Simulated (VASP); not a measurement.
# Ni (I4/mmm) in VASP: a series of runs

Ni is run at these levels: PBE; tasks: single point.

Program: VASP 6.6.1. These are calculated values, not measurements. Logs are shortened: lines on timing, memory, paths and dates and some standing lists are left out, and cuts for length are marked.

## (1) The cell of the first run

It takes space group I4/mmm (No. 139, tetragonal). Conventional cell: a = 2.546 Å, b = 2.546 Å, c = 2.989 Å, α = 90.00°, β = 90.00°, γ = 90.00°. Ni (site symmetry 4/mmm) has 14 Ni at 2.34 to 2.99 Å within 3.1 Å.

## (2) Single point, PBE, collinear spin, ferromagnetic start (strain -0.080 along x and y, +0.080 along z)

The input, INCAR:

```
PREC = Accurate
ENCUT = 520
EDIFF = 1E-6
ISMEAR = 0
SIGMA = 0.15
LREAL = False
LASPH = True
NELM = 150
ALGO = Normal
ISIF = 2
LWAVE = False
LCHARG = True
ISPIN = 2
MAGMOM = 0.59
LORBIT = 11
LMAXMIX = 4
GGA = PE
LELF = True
LVHAR = True
NBANDS = 15
```

The input, KPOINTS:

```
Automatic mesh
0
Gamma
  24 24 24
```

The input, POSCAR:

```
Ni
1.0
   -1.2730182324      1.2730182324      1.4944127076
    1.2730182324     -1.2730182324      1.4944127076
    1.2730182324      1.2730182324     -1.4944127076
Ni
1
Direct
    0.0000000000      0.0000000000      0.0000000000
```

Potentials or basis: VASP PAW PBE potentials, release 64 (Ni).

The run is started by

```console
$ cat potpaw_PBE.64/Ni/POTCAR > POTCAR
$ mpirun -np 1 vasp_std > vasp.out
```

OUTCAR:

```text
PREC = Accurate
   ENCUT = 520
   EDIFF = 1E-6
   ISMEAR = 0
   LREAL = False
   LASPH = True
   NELM = 150
   ISIF = 2
   ISPIN = 2
   LORBIT = 11
   GGA = PE

 ion  position               nearest neighbor table
   1  0.000  0.000  0.000-

  LATTYP: Found a body centered tetragonal cell.
 ALAT       =     2.5460364648
 C/A-ratio  =     1.1739130435

  Lattice vectors:

 A1 = (  -1.2730182324,   1.2730182324,   1.4944127076)
 A2 = (   1.2730182324,  -1.2730182324,   1.4944127076)
 A3 = (   1.2730182324,   1.2730182324,  -1.4944127076)

Analysis of symmetry for initial positions (statically):
=====================================================================
 Subroutine PRICEL returns:
 Original cell was already a primitive cell.

 Routine SETGRP: Setting up the symmetry group for a
 body centered tetragonal supercell.

 Subroutine GETGRP returns: Found 16 space group operations
 (whereof 16 operations were pure point group operations)
 out of a pool of 16 trial point group operations.

The static configuration has the point symmetry D_4h.

Analysis of symmetry for dynamics (positions and initial velocities):
=====================================================================
 Subroutine PRICEL returns:
 Original cell was already a primitive cell.

 Routine SETGRP: Setting up the symmetry group for a
 body centered tetragonal supercell.

 Subroutine GETGRP returns: Found 16 space group operations
 (whereof 16 operations were pure point group operations)
 out of a pool of 16 trial point group operations.

The dynamic configuration has the point symmetry D_4h.

Analysis of structural, dynamic, and magnetic symmetry:
=====================================================================
 Subroutine PRICEL returns:
 Original cell was already a primitive cell.

 Routine SETGRP: Setting up the symmetry group for a
 body centered tetragonal supercell.

 Subroutine GETGRP returns: Found 16 space group operations
 (whereof 16 operations were pure point group operations)
 out of a pool of 16 trial point group operations.

The overall configuration has the point symmetry D_4h.

 Subroutine INISYM returns: Found 16 space group operations
 (whereof 16 operations are pure point group operations),
 and found     1 'primitive' translations

----------------------------------------------------------------------------------------

                                     Primitive cell

  volume of cell :       9.6872

  direct lattice vectors                    reciprocal lattice vectors
    -1.273018232  1.273018232  1.494412708     0.000000000  0.392767352  0.334579596
     1.273018232 -1.273018232  1.494412708     0.392767352  0.000000000  0.334579596
     1.273018232  1.273018232 -1.494412708     0.392767352  0.392767352  0.000000000

  length of vectors
     2.339747888  2.339747888  2.339747888     0.515955133  0.515955133  0.555456916

  position of ions in fractional coordinates (direct lattice)
     0.000000000  0.000000000  0.000000000

  ion indices of the primitive-cell ions
   primitive index   ion index
                 1           1

----------------------------------------------------------------------------------------

 KPOINTS: Automatic mesh

Automatic generation of k-mesh.
 Grid dimensions read from file:
 generate k-points for:   24   24   24

 Generating k-lattice:

  Cartesian coordinates                     Fractional coordinates (reciprocal lattice)
     0.000000000  0.016365306  0.013940817     0.041666667 -0.000000000  0.000000000
     0.016365306  0.000000000  0.013940817    -0.000000000  0.041666667  0.000000000
     0.016365306  0.016365306  0.000000000     0.000000000  0.000000000  0.041666667

  Length of vectors
     0.021498131  0.021498131  0.023144038

  Shift w.r.t. Gamma in fractional coordinates (k-lattice)
     0.000000000  0.000000000  0.000000000

 Subroutine IBZKPT returns following result:
 ===========================================

 Found   1063 irreducible k-points:

 Following reciprocal coordinates:
            Coordinates               Weight
  0.000000  0.000000  0.000000      1.000000
  0.041667  0.000000  0.000000      8.000000
  0.083333  0.000000 -0.000000      8.000000
  0.125000  0.000000  0.000000      8.000000
  0.166667  0.000000  0.000000      8.000000
  0.208333  0.000000  0.000000      8.000000
[... 16 lines left out ...]
  0.416667  0.041667  0.000000     16.000000
  0.458333  0.041667  0.000000     16.000000
 [... further k-points ...]
   k-points           NKPTS =   1063   k-points in BZ     NKDIM =   1063   number of bands    NBANDS=     15
   number of dos      NEDOS =    301   number of ions     NIONS =      1
   total plane-waves  NPLWV =   5832
   dimension x,y,z NGX =    18 NGY =   18 NGZ =   18
   dimension x,y,z NGXF=    36 NGYF=   36 NGZF=   36
   ions per type =               1
   NGX,Y,Z   is equivalent  to a cutoff of  12.79, 12.79, 12.79 a.u.
   NGXF,Y,Z  is equivalent  to a cutoff of  25.58, 25.58, 25.58 a.u.
 SYSTEM =  unknown system
   PREC   = accura    normal or accurate (medium, high low for compatibility)
   ISTART =      0    job   : 0-new  1-cont  2-samecut
   ICHARG =      2    charge: 1-file 2-atom 10-const
   ISPIN  =      2    spin polarized calculation?
   LNONCOLLINEAR =      F non collinear calculations
   LSORBIT =      F    spin-orbit coupling
   LASPH  =      T    aspherical Exc in radial PAW
   ENCUT  =  520.0 eV  38.22 Ry    6.18 a.u.   4.35  4.35  4.35*2*pi/ulx,y,z
   NELM   =    150;   NELMIN=  2; NELMDL= -5     # of ELM steps
   EDIFF  = 0.1E-05   stopping-criterion for ELM
   LREAL  =      F    real-space projection
   EDIFFG = 0.1E-04   stopping-criterion for IOM
   NSW    =      0    number of steps for IOM
   IBRION =     -1    ionic relax: 0-MD 1-quasi-New 2-CG
   NFREE  =      0    steps in history (QN), initial steepest desc. (CG)
   ISIF   =      2    stress and relaxation
   ISYM   =      2    0-nonsym 1-usesym 2-fastsym
   POTIM  = 0.5000    time-step for ionic-motion
   TEBEG  =    0.0;   TEEND  =   0.0 temperature during run
   PSTRESS=    0.0 pullay stress
   NELECT =      10.0000    total number of electrons
   NUPDOWN=      -1.0000    fix difference up-down
   EMIN   =  10.00;   EMAX   =-10.00  energy-range for DOS
   EFERMI =   0.00;   METHOD = LEGACY
   ISMEAR =     0;   SIGMA  =   0.15  broadening in eV -4-tet -1-fermi 0-gaus
   EFERMI_NEDOS =   21; number of points for ismear=-14 and -15
   IALGO  =     38    algorithm
   IMIX   =      4    mixing-type and parameters
     AMIX     =   0.40;   BMIX     =  1.00
     AMIX_MAG =   1.60;   BMIX_MAG =  1.00
  volume/ion in A,a.u.               =       9.69        65.37
  Fermi-wavevector in a.u.,A,eV,Ry     =   1.654531  3.126610 37.245578  2.737473
  Thomas-Fermi vector in A             =   2.742782
   LORBIT       =     11    0 simple, 1 ext, 2 COOP (PROOUT), +10 PAW based schemes
   GGA     = PE    functional components
   LHFCALC =     F    Hartree Fock is set to
   AEXX    =    0.0000 exact exchange contribution
   IVDW    =     0    specifies the selected vdW correction
   LEPSILON=     F    determine dielectric tensor
   LRPA    =     F    only Hartree local field effects (RPA)
 spin polarized calculation
 Gauss-broadening in eV      SIGMA  =   0.15
  energy-cutoff  :      520.00
  volume of cell :        9.69
 maximum number of plane-waves:       273
 NGX is ok and might be reduce to    18
   NGX =  9   NGY =  9   NGZ =  9

 number of electron      10.0000007 magnetization       0.5420909

 Free energy of the ion-electron system (eV)
  ---------------------------------------------------
  ext. energy  EPLUGINS =         0.00000000
  ---------------------------------------------------
  free energy    TOTEN  =        -5.31235123 eV

  energy without entropy =       -5.29472563  energy(sigma->0) =       -5.30353843

 E-fermi :  11.0407     XC(G=0): -13.9517

 val. band max:       11.0397327103   @ k =   0.5000   0.5000   0.0417
 cond. band min:      11.0419329910   @ k =  -0.2500  -0.2917   0.1667
 fundamental gap:      0.0022002807
 Fermi energy:        11.0406790357

 spin component 1

 k-point     1 :       0.0000    0.0000    0.0000
  band No.  band energies     occupation
      1       1.2760      1.00000
      2       8.2058      1.00000
      3       8.2058      1.00000
      4       9.0458      1.00000
      5       9.3254      1.00000
      6      10.2602      1.00000
      7      36.6097      0.00000
      8      39.6588      0.00000
      9      39.6588      0.00000
     10      43.2269      0.00000
     11      43.6277      0.00000
     12      45.0876      0.00000
     13      45.0876      0.00000
     14      45.6944      0.00000
     15      49.5019      0.00000
[... 397 lines left out ...]
 k-point    24 :       0.4583    0.0417    0.0000
  band No.  band energies     occupation
      1       5.6965      1.00000
      2       7.7505      1.00000
      3       9.2641      1.00000
      4      10.0082      1.00000
      5      10.5095      1.00000
      6      11.4000      0.00035
      7      18.0772      0.00000
      8      32.2501      0.00000
      9      34.4557      0.00000
     10      38.7191      0.00000
     11      42.3146      0.00000
     12      43.7756      0.00000
     13      50.3340      0.00000
     14      55.6859      0.00000
     15      57.4340      0.00000

 [... further k-points ...]

 spin component 2

 k-point     1 :       0.0000    0.0000    0.0000
  band No.  band energies     occupation
      1       1.2613      1.00000
      2       8.8749      1.00000
      3       8.8749      1.00000
      4       9.6104      1.00000
      5       9.9108      1.00000
      6      10.7233      0.99861
      7      36.5015      0.00000
      8      39.5912      0.00000
      9      39.5912      0.00000
     10      43.3017      0.00000
     11      43.6324      0.00000
     12      45.2395      0.00000
     13      45.2395      0.00000
     14      45.6017      0.00000
     15      49.7238      0.00000
[... 397 lines left out ...]
 k-point    24 :       0.4583    0.0417    0.0000
  band No.  band energies     occupation
      1       6.0603      1.00000
      2       8.3140      1.00000
      3       9.7670      1.00000
      4      10.2859      1.00000
      5      11.0420      0.49507
      6      11.8774      0.00000
      7      18.4423      0.00000
      8      32.2023      0.00000
      9      34.5527      0.00000
     10      38.7976      0.00000
     11      42.3863      0.00000
     12      43.8045      0.00000
     13      50.4018      0.00000
     14      56.0683      0.00000
     15      58.3771      0.00000

 [... further k-points ...]

------------------------ aborting loop because EDIFF is reached ----------------------------------------

  FORCE on cell =-STRESS in cart. coord.  units (eV):
  Direction    XX          YY          ZZ          XY          YZ          ZX
  --------------------------------------------------------------------------------------
  -------------------------------------------------------------------------------------
  Total        1.6862068      1.6862068      2.3861810      0.0000000      0.0000000      0.0000000
  in kB      278.8827344    278.8827344    394.6518717      0.0000000      0.0000000      0.0000000
  external PRESSURE =     317.4724468 kB  Pullay stress =       0.0000000 kB

 VOLUME and BASIS-vectors are now :
 -----------------------------------------------------------------------------
  energy-cutoff  :      520.00
  volume of cell :        9.69
      direct lattice vectors                 reciprocal lattice vectors
    -1.273018232  1.273018232  1.494412708     0.000000000  0.392767352  0.334579596
     1.273018232 -1.273018232  1.494412708     0.392767352  0.000000000  0.334579596
     1.273018232  1.273018232 -1.494412708     0.392767352  0.392767352  0.000000000

 POSITION                                       TOTAL-FORCE (eV/Angst)
 -----------------------------------------------------------------------------------
      0.00000      0.00000      0.00000         0.000000      0.000000     -0.000000
 -----------------------------------------------------------------------------------
    total drift:                                0.000000     -0.000000      0.000000

  FREE ENERGIE OF THE ION-ELECTRON SYSTEM (eV)
  ---------------------------------------------------
  free  energy   TOTEN  =        -5.3123512253 eV

  energy  without entropy=       -5.2947256258  energy(sigma->0) =       -5.30353843

 total charge

# of ion       s       p       d       tot
------------------------------------------
    1        0.548   0.605   8.392   9.546

 magnetization (x)

# of ion       s       p       d       tot
------------------------------------------
    1       -0.005  -0.021   0.570   0.544
```

Wall time 2.7 min (1 thread of AMD EPYC 9R45 (Zen 5), shared host); peak memory 0.29 GiB.

Results:

* Free energy: -5.3124 eV
* Pressure: 31.7 GPa
* Net moment: 0.54 μB per cell
* Site moments: Ni +0.54 μB
* Valence electrons inside the program's atomic spheres: Ni 9.55

Caveat: the cell differs from its parent crystal (strain -0.080 along x and y, +0.080 along z).

## (3) Single point, PBE, collinear spin, ferromagnetic start (strain +0.000 along x and y, -0.080 along z)

The input, INCAR:

```
SYSTEM = Ni
ALGO = Normal
EDIFF = 1E-6
ENCUT = 520
GGA = PE
ISIF = 2
ISMEAR = 0
ISPIN = 2
LASPH = .TRUE.
LCHARG = .TRUE.
LELF = .TRUE.
LMAXMIX = 4
LORBIT = 11
LREAL = .FALSE.
LVHAR = .TRUE.
LWAVE = .FALSE.
MAGMOM = 0.59
NBANDS = 15
NELM = 150
PREC = Accurate
SIGMA = 0.15
```

The input, KPOINTS:

```
k-points
0
G
  24 24 24
  0 0 0
```

The input, POSCAR:

```
Ni
1.0
   -1.3837154700      1.3837154700      1.2730182324
    1.3837154700     -1.3837154700      1.2730182324
    1.3837154700      1.3837154700     -1.2730182324
Ni
1
Direct
    0.0000000000      0.0000000000      0.0000000000
```

Potentials or basis: VASP PAW PBE potentials, release 64 (Ni).

The run is started by

```console
$ cat potpaw_PBE.64/Ni/POTCAR > POTCAR
$ mpirun -np 1 vasp_std > vasp.out
```

It took 2.7 min on 1 thread of AMD EPYC 9R45 (Zen 5), shared host; peak memory 0.29 GiB.

The run converged. Its results:

- Free energy: -5.2910 eV
- Pressure: 30.2 GPa
- Net moment: 0.49 μB per cell
- Site moments: Ni +0.49 μB
- Valence electrons inside the program's atomic spheres: Ni 9.53

Stress tensor (GPa, compression positive):
```
31.35  0.00  0.00
 0.00 31.35  0.00
 0.00  0.00 27.82
```

Levels at points of the mesh, in eV from the Fermi level:
Spin up:
```csv
k point,band 2,band 3,band 4,band 5,band 6,band 7,band 8,band 9
"(0.00, 0.00, 0.00)",-2.87,-2.36,-2.36,-1.35,-0.65,26.73,26.73,29.20
"(0.50, 0.00, 0.00)",-3.83,-0.96,-0.58,0.08,0.42,7.77,19.47,20.86
"(0.50, 0.50, 0.00)",-3.22,-1.45,-0.83,-0.35,0.02,6.73,21.60,23.79
"(0.50, 0.50, 0.50)",-4.85,-0.22,-0.22,-0.10,9.34,9.34,13.01,15.89
```
Spin down:
| k point | band 2 | band 3 | band 4 | band 5 | band 6 | band 7 | band 8 | band 9 |
| --- | --- | --- | --- | --- | --- | --- | --- | --- |
| (0.00, 0.00, 0.00) | -2.24 | -1.79 | -1.79 | -0.83 | -0.26 | 26.66 | 26.66 | 29.12 |
| (0.50, 0.00, 0.00) | -3.29 | -0.54 | -0.02 | 0.40 | 0.78 | 8.06 | 19.42 | 20.95 |
| (0.50, 0.50, 0.00) | -2.69 | -0.88 | -0.45 | -0.38 | 0.67 | 7.09 | 21.53 | 23.90 |
| (0.50, 0.50, 0.50) | -4.49 | 0.42 | 0.42 | 0.64 | 9.37 | 9.37 | 13.05 | 15.98 |

Caveat: the cell differs from its parent crystal (strain +0.000 along x and y, -0.080 along z).

## (4) Single point, PBE, collinear spin, ferromagnetic start (strain -0.080 along x and y, +0.000 along z)

The input, INCAR:

```
SYSTEM = Ni
PREC = Accurate ; ENCUT = 520
EDIFF = 1E-6 ; ISMEAR = 0
SIGMA = 0.15 ; LREAL = .False.
LASPH = .True. ; NELM = 150
ALGO = Normal ; ISIF = 2
LWAVE = .False. ; LCHARG = .False.
ISPIN = 2 ; MAGMOM = 0.59
LORBIT = 11 ; LMAXMIX = 4
GGA = PE ; NBANDS = 15
```

The input, KPOINTS:

```
Automatic mesh
0
Gamma
  24 24 24
  0 0 0
```

The input, POSCAR:

```
Ni
1.0
   -1.2730182324      1.2730182324      1.3837154700
    1.2730182324     -1.2730182324      1.3837154700
    1.2730182324      1.2730182324     -1.3837154700
Ni
1
Direct
    0.0000000000      0.0000000000      0.0000000000
```

The run is started by

```console
$ cat potpaw_PBE.64/Ni/POTCAR > POTCAR
$ mpirun -np 1 vasp_std > vasp.out
```

It took 2.6 min on 1 thread of AMD EPYC 9R45 (Zen 5), shared host; peak memory 0.27 GiB.

It converged, with:

| Item | Value |
| --- | --- |
| Free energy | -5.0765 eV |
| Pressure | 61.7 GPa |
| Net moment | 0.30 μB per cell |
| Site moments | Ni +0.30 μB |
| Valence electrons inside the program's atomic spheres | Ni 9.73 |

Stress tensor (GPa, compression positive):
```
59.57  0.00  0.00
 0.00 59.57  0.00
 0.00  0.00 65.91
```

Levels at points of the mesh, in eV from the Fermi level:
Spin up:
| k point | band 3 | band 4 | band 5 | band 6 | band 7 | band 8 |
| --- | --- | --- | --- | --- | --- | --- |
| (0.00, 0.00, 0.00) | -2.83 | -2.31 | -1.24 | -0.67 | 27.17 | 29.13 |
| (0.50, 0.00, 0.00) | -1.32 | -0.61 | -0.19 | 0.26 | 7.91 | 21.61 |
| (0.50, 0.50, 0.00) | -0.59 | -0.52 | 0.35 | 0.62 | 8.93 | 19.61 |
| (0.50, 0.50, 0.50) | -0.06 | 0.06 | 0.06 | 8.72 | 12.40 | 12.40 |
Spin down:
```tsv
k point	band 1	band 2	band 3	band 4	band 5	band 6	band 7	band 8	band 9	band 10
(0.00, 0.00, 0.00)	-10.27	-2.46	-2.46	-1.96	-0.97	-0.43	27.13	29.10	29.10	34.35
(0.50, 0.00, 0.00)	-5.53	-3.36	-1.04	-0.32	-0.20	0.68	8.12	21.58	24.33	27.82
(0.50, 0.50, 0.00)	-5.55	-4.03	-0.31	-0.22	0.62	0.80	9.11	19.59	21.31	25.66
(0.50, 0.50, 0.50)	-5.32	-5.10	0.33	0.49	0.49	8.75	12.43	12.43	16.54	18.90
```

Caveat: the cell differs from its parent crystal (strain -0.080 along x and y, +0.000 along z).

## (5) Overview

```csv
cell,gap on the mesh (eV),pressure (GPa),moment (μB)
"a = 2.340 Å, angles 114.1, 114.1, 100.6°, 1 atom",none,31.7,0.54
"a = 2.335 Å, angles 107.3, 107.3, 113.9°, 1 atom",none,30.2,0.49
"a = 2.271 Å, angles 111.8, 111.8, 104.9°, 1 atom",none,61.7,0.30
```

Alike in all rows: task single point; level PBE; potentials or basis VASP PAW PBE potentials, release 64 (Ni); spin collinear, ferromagnetic start; k mesh 24 × 24 × 24; cutoff (eV) 520; smearing gaussian 0.15 eV.

Total energies depend on the potentials used, so only differences within one code and one set of settings carry meaning.
